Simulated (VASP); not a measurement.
# Si2Mo in VASP: single point with PBEsol

Aim: the single point of Si2Mo with PBEsol.

All numbers are computed with VASP 6.6.1; they aren't measurements. Logs are shortened: lines on timing, memory, paths and dates and some standing lists are left out, and cuts for length are marked.

### 1 The cell of the first run

The cell holds a slab with vacuum, 9 atoms: a = 3.190 Å, b = 4.515 Å, c = 24.887 Å, α = 90.00°, β = 90.00°, γ = 110.69°.

### 2 Single point, PBEsol

INCAR reads:

```
PREC = Accurate ; ENCUT = 520
EDIFF = 1E-6 ; ISMEAR = 0
SIGMA = 0.1 ; LREAL = F
LASPH = T ; NELM = 100
ALGO = Normal ; ISIF = 2
LWAVE = F ; LCHARG = F
LDIPOL = T ; IDIPOL = 3
DIPOL = 0.5 0.5 0.499 ; GGA = PS
NBANDS = 43 ; ISYM = 0
```

KPOINTS reads:

```
regular mesh
0
Gamma
  10 7 1
```

POSCAR reads:

```
Si2Mo
1.0
    3.1900701769      0.0000000000      0.0000000000
   -1.5950350885      4.2234640975      0.0000000000
    0.0000000000      0.0000000000     24.8870703682
Si Mo
6 3
Direct
    0.4298983544      0.8597967088      0.3415428122
    0.8553563825      0.7107127650      0.4210787514
    0.5725257228      0.1450514456      0.4602320304
    0.9983956546      0.9967586860      0.5404322195
    0.7135468464      0.4269292924      0.5799683334
    0.1319138964      0.2624964825      0.6522530438
    0.1426273684      0.2852547369      0.3813107818
    0.2844988451      0.5690762631      0.4998490796
    0.4216757586      0.8438466302      0.6160616847
```

Potentials or basis: VASP PAW PBE potentials, release 64 (Si, Mo_sv).

Started as:

```console
$ cat potpaw_PBE.64/Si/POTCAR potpaw_PBE.64/Mo_sv/POTCAR > POTCAR
$ mpirun -np 1 vasp_std > vasp.out
```

OUTCAR:

```text
PREC = Accurate
   ENCUT = 520
   EDIFF = 1E-6
   ISMEAR = 0
   LREAL = F
   LASPH = T
   NELM = 100
   ISIF = 2
   GGA = PS
   ISYM = 0

 ion  position               nearest neighbor table
   1  0.430  0.860  0.342-   7 2.60   7 2.60   2 2.62   2 2.62   7 2.62
   2  0.855  0.711  0.421-   3 2.58   8 2.60   8 2.60   7 2.60   7 2.60   3 2.62   3 2.62   1 2.62
                             1 2.62   7 2.62
   3  0.573  0.145  0.460-   2 2.58   8 2.59   8 2.59   7 2.60   7 2.60   2 2.62   2 2.62   8 2.62
                             4 2.63   4 2.63
   4  0.998  0.997  0.540-   9 2.55   9 2.55   5 2.60   5 2.61   5 2.61   8 2.61   8 2.61   8 2.62
                             3 2.63   3 2.63   6 3.00
   5  0.714  0.427  0.580-   6 2.50   6 2.50   9 2.54   9 2.54   4 2.60   4 2.61   4 2.61   9 2.62
                             8 2.62   8 2.62
   6  0.132  0.262  0.652-   5 2.50   5 2.50   9 2.54   9 2.55   9 2.62   4 3.00
   7  0.143  0.285  0.381-   3 2.60   3 2.60   1 2.60   2 2.60   2 2.60   1 2.60   2 2.62   1 2.62
                             8 3.18
   8  0.284  0.569  0.500-   3 2.59   3 2.59   2 2.60   2 2.60   4 2.61   4 2.61   4 2.62   5 2.62
                             5 2.62   3 2.62   9 3.12   7 3.18
   9  0.422  0.844  0.616-   5 2.54   5 2.54   6 2.54   6 2.55   4 2.55   4 2.55   6 2.62   5 2.62
                             8 3.12

IMPORTANT INFORMATION: All symmetrisations will be switched off!
NOSYMM: (Re-)initialisation of all symmetry stuff for point group C_1.

----------------------------------------------------------------------------------------

                                     Primitive cell

  volume of cell :     335.3072

  direct lattice vectors                    reciprocal lattice vectors
     3.190070177  0.000000000  0.000000000     0.313472728  0.118386232  0.000000000
    -1.595035088  4.223464097  0.000000000     0.000000000  0.236772464  0.000000000
     0.000000000  0.000000000 24.887070368     0.000000000  0.000000000  0.040181507

  length of vectors
     3.190070177  4.514619133 24.887070368     0.335082752  0.236772464  0.040181507

  position of ions in fractional coordinates (direct lattice)
     0.429898354  0.859796709  0.341542812
     0.855356382  0.710712765  0.421078751
     0.572525723  0.145051446  0.460232030
     0.998395655  0.996758686  0.540432219
     0.713546846  0.426929292  0.579968333
     0.131913896  0.262496482  0.652253044
     0.142627368  0.285254737  0.381310782
     0.284498845  0.569076263  0.499849080
     0.421675759  0.843846630  0.616061685

  ion indices of the primitive-cell ions
   primitive index   ion index
                 1           1
                 2           2
                 3           3
                 4           4
                 5           5
                 6           6
                 7           7
                 8           8
                 9           9

----------------------------------------------------------------------------------------

 KPOINTS: regular mesh

Automatic generation of k-mesh.
 Grid dimensions read from file:
 generate k-points for:   10    7    1

 Generating k-lattice:

  Cartesian coordinates                     Fractional coordinates (reciprocal lattice)
     0.031347273  0.011838623  0.000000000     0.100000000 -0.000000000  0.000000000
     0.000000000  0.033824638  0.000000000     0.000000000  0.142857143  0.000000000
     0.000000000  0.000000000  0.040181507     0.000000000  0.000000000  1.000000000

  Length of vectors
     0.033508275  0.033824638  0.040181507

  Shift w.r.t. Gamma in fractional coordinates (k-lattice)
     0.000000000  0.000000000  0.000000000

 -----------------------------------------------------------------------------
|                                                                             |
|           W    W    AA    RRRRR   N    N  II  N    N   GGGG   !!!           |
|           W    W   A  A   R    R  NN   N  II  NN   N  G    G  !!!           |
|           W    W  A    A  R    R  N N  N  II  N N  N  G       !!!           |
|           W WW W  AAAAAA  RRRRR   N  N N  II  N  N N  G  GGG   !            |
|           WW  WW  A    A  R   R   N   NN  II  N   NN  G    G                |
|           W    W  A    A  R    R  N    N  II  N    N   GGGG   !!!           |
|                                                                             |
|     Your reciprocal lattice and k-lattice belong to different lattice       |
|     classes:                                                                |
|                                                                             |
|        The reciprocal lattice is base centered orthorhombic,                |
|        whereas your k-lattice is simple monoclinic.                         |
|                                                                             |
|     Results are often still useful ...                                      |
|                                                                             |
 -----------------------------------------------------------------------------

 WARNING: IBZKPT: internal override: KBLOWUP is changed to .FALSE.
      ... skipping the blow-up phase ...

 Subroutine IBZKPT returns following result:
 ===========================================

 Found     36 irreducible k-points:

 Following reciprocal coordinates:
            Coordinates               Weight
  0.000000  0.000000  0.000000      1.000000
  0.100000 -0.000000  0.000000      2.000000
  0.200000 -0.000000  0.000000      2.000000
  0.300000 -0.000000  0.000000      2.000000
  0.400000  0.000000  0.000000      2.000000
  0.500000 -0.000000  0.000000      1.000000
[... 16 lines left out ...]
 -0.400000  0.285714  0.000000      2.000000
 -0.300000  0.285714  0.000000      2.000000
 [... further k-points ...]
   k-points           NKPTS =     36   k-points in BZ     NKDIM =     36   number of bands    NBANDS=     43
   number of dos      NEDOS =    301   number of ions     NIONS =      9
   total plane-waves  NPLWV = 165888
   dimension x,y,z NGX =    24 NGY =   36 NGZ =  192
   dimension x,y,z NGXF=    48 NGYF=   72 NGZF=  384
   ions per type =               6   3
   NGX,Y,Z   is equivalent  to a cutoff of  12.51, 13.26, 12.83 a.u.
   NGXF,Y,Z  is equivalent  to a cutoff of  25.01, 26.51, 25.65 a.u.
 SYSTEM =  unknown system
   PREC   = accura    normal or accurate (medium, high low for compatibility)
   ISTART =      0    job   : 0-new  1-cont  2-samecut
   ICHARG =      2    charge: 1-file 2-atom 10-const
   ISPIN  =      1    spin polarized calculation?
   LNONCOLLINEAR =      F non collinear calculations
   LSORBIT =      F    spin-orbit coupling
   LASPH  =      T    aspherical Exc in radial PAW
   ENCUT  =  520.0 eV  38.22 Ry    6.18 a.u.   5.93  8.39 46.27*2*pi/ulx,y,z
   NELM   =    100;   NELMIN=  2; NELMDL= -5     # of ELM steps
   EDIFF  = 0.1E-05   stopping-criterion for ELM
   LREAL  =      F    real-space projection
   EDIFFG = 0.1E-04   stopping-criterion for IOM
   NSW    =      0    number of steps for IOM
   IBRION =     -1    ionic relax: 0-MD 1-quasi-New 2-CG
   NFREE  =      0    steps in history (QN), initial steepest desc. (CG)
   ISIF   =      2    stress and relaxation
   ISYM   =      0    0-nonsym 1-usesym 2-fastsym
   POTIM  = 0.5000    time-step for ionic-motion
   TEBEG  =    0.0;   TEEND  =   0.0 temperature during run
   PSTRESS=    0.0 pullay stress
   NELECT =      66.0000    total number of electrons
   NUPDOWN=      -1.0000    fix difference up-down
   EMIN   =  10.00;   EMAX   =-10.00  energy-range for DOS
   EFERMI =   0.00;   METHOD = LEGACY
   ISMEAR =     0;   SIGMA  =   0.10  broadening in eV -4-tet -1-fermi 0-gaus
   EFERMI_NEDOS =   21; number of points for ismear=-14 and -15
   IALGO  =     38    algorithm
   IMIX   =      4    mixing-type and parameters
     AMIX     =   0.40;   BMIX     =  1.00
     AMIX_MAG =   1.60;   BMIX_MAG =  1.00
  volume/ion in A,a.u.               =      37.26       251.42
  Fermi-wavevector in a.u.,A,eV,Ry     =   0.952303  1.799592 12.338868  0.906881
  Thomas-Fermi vector in A             =   2.080853
   LORBIT       =      0    0 simple, 1 ext, 2 COOP (PROOUT), +10 PAW based schemes
   GGA     = PS    functional components
   LHFCALC =     F    Hartree Fock is set to
   AEXX    =    0.0000 exact exchange contribution
   IVDW    =     0    specifies the selected vdW correction
   LEPSILON=     F    determine dielectric tensor
   LRPA    =     F    only Hartree local field effects (RPA)
 non-spin polarized calculation
 Gauss-broadening in eV      SIGMA  =   0.10
  energy-cutoff  :      520.00
  volume of cell :      335.31
 maximum number of plane-waves:      9076
   NGX = 11   NGY = 17   NGZ = 93

 dipolmoment           0.000000      0.000000      0.000007 electrons x Angstroem

 number of electron      66.0000001 magnetization

 dipolmoment           0.000000      0.000000     -0.000072 electrons x Angstroem

 Free energy of the ion-electron system (eV)
  ---------------------------------------------------
  ext. energy  EPLUGINS =         0.00000000
  ---------------------------------------------------
  free energy    TOTEN  =       -70.91693404 eV

  energy without entropy =      -70.89680363  energy(sigma->0) =      -70.90686883

 E-fermi :   1.0210     XC(G=0):  -5.3412

 val. band max:        1.0150857283   @ k =  -0.1000   0.2857   0.0000
 cond. band min:       1.0253317405   @ k =  -0.2000   0.4286   0.0000
 fundamental gap:      0.0102460122
 Fermi energy:         1.0209749433

 k-point     1 :       0.0000    0.0000    0.0000
  band No.  band energies     occupation
      1     -59.2707      2.00000
      2     -59.2064      2.00000
      3     -59.1604      2.00000
      4     -33.5853      2.00000
      5     -33.4504      2.00000
      6     -33.4321      2.00000
[... 1093 lines left out ...]
     42       5.1100      0.00000
     43       5.2704      0.00000

 [... further k-points ...]

------------------------ aborting loop because EDIFF is reached ----------------------------------------

 vacuum level on the upper side and lower side of the slab       (xc-potential included)        -0.135        -0.136

  FORCE on cell =-STRESS in cart. coord.  units (eV):
  Direction    XX          YY          ZZ          XY          YZ          ZX
  --------------------------------------------------------------------------------------
  -------------------------------------------------------------------------------------
  Total       -3.7963931     -1.6631864     -2.4476297      0.0307599     -0.5051547      0.0192447
  in kB      -18.1400693     -7.9471004    -11.6953569      0.1469782     -2.4137493      0.0919556
  external PRESSURE =     -12.5941755 kB  Pullay stress =       0.0000000 kB

 VOLUME and BASIS-vectors are now :
 -----------------------------------------------------------------------------
  energy-cutoff  :      520.00
  volume of cell :      335.31
      direct lattice vectors                 reciprocal lattice vectors
     3.190070177  0.000000000  0.000000000     0.313472728  0.118386232  0.000000000
    -1.595035088  4.223464097  0.000000000     0.000000000  0.236772464  0.000000000
     0.000000000  0.000000000 24.887070368     0.000000000  0.000000000  0.040181507

 POSITION                                       TOTAL-FORCE (eV/Angst)
 -----------------------------------------------------------------------------------
     -0.00000      3.63132      8.50000        -0.021016      0.096364      0.871205
      1.59504      3.00167     10.47942        -0.001280     -0.036427     -0.875787
      1.59504      0.61262     11.45383        -0.000478     -0.174791     -0.465692
      1.59509      4.20977     13.44977        -0.000391      0.013144     -0.025369
      1.59530      1.80312     14.43371         0.000231     -0.014524      0.028093
      0.00212      1.10864     16.23267        -0.001176     -0.005475      0.011694
     -0.00000      1.20476      9.48971         0.022591      0.117954      0.434829
     -0.00013      2.40347     12.43978         0.000163     -0.001560      0.005222
     -0.00079      3.56396     15.33197         0.001356      0.005314      0.015805
 -----------------------------------------------------------------------------------
    total drift:                                0.000197      0.000215     -0.000254

  FREE ENERGIE OF THE ION-ELECTRON SYSTEM (eV)
  ---------------------------------------------------
  free  energy   TOTEN  =       -70.9169340366 eV

  energy  without entropy=      -70.8968036292  energy(sigma->0) =      -70.90686883

 vacuum level on the upper side and lower side of the slab         5.964         5.962
```

Run time: 9.2 min. Hardware: 1 thread of Intel Xeon 6975P-C (Granite Rapids), shared host; peak memory 0.63 GiB.

Results:

```
Free energy            : -70.9169 eV
Largest force          : 0.877 eV/Å
Band gap on the k mesh : zero (band 33 reaches 1.42 eV, above the bottom of band 34 at 0.60 eV)
```

Forces on the atoms (eV/Å):
```
Si  -0.021  0.096  0.871
Si  -0.001 -0.036 -0.876
Si   0.000 -0.175 -0.466
Si   0.000  0.013 -0.025
Si   0.000 -0.015  0.028
Si  -0.001 -0.005  0.012
Mo   0.023  0.118  0.435
Mo   0.000 -0.002  0.005
Mo   0.001  0.005  0.016
```

Levels at points of the mesh, in eV from the Fermi level:
```csv
k point,band 29,band 30,band 31,band 32,band 33,band 34,band 35,band 36,band 37,band 38
"(0.00, 0.00, 0.00)",-1.38,-0.86,-0.69,-0.23,-0.12,0.79,2.01,2.44,3.23,3.34
"(0.50, 0.00, 0.00)",-1.59,-0.87,-0.58,-0.35,-0.09,0.03,1.63,1.80,2.47,2.67
```

Caveat: the PAW data sets were made with another functional, which shifts forces and pressure a little.
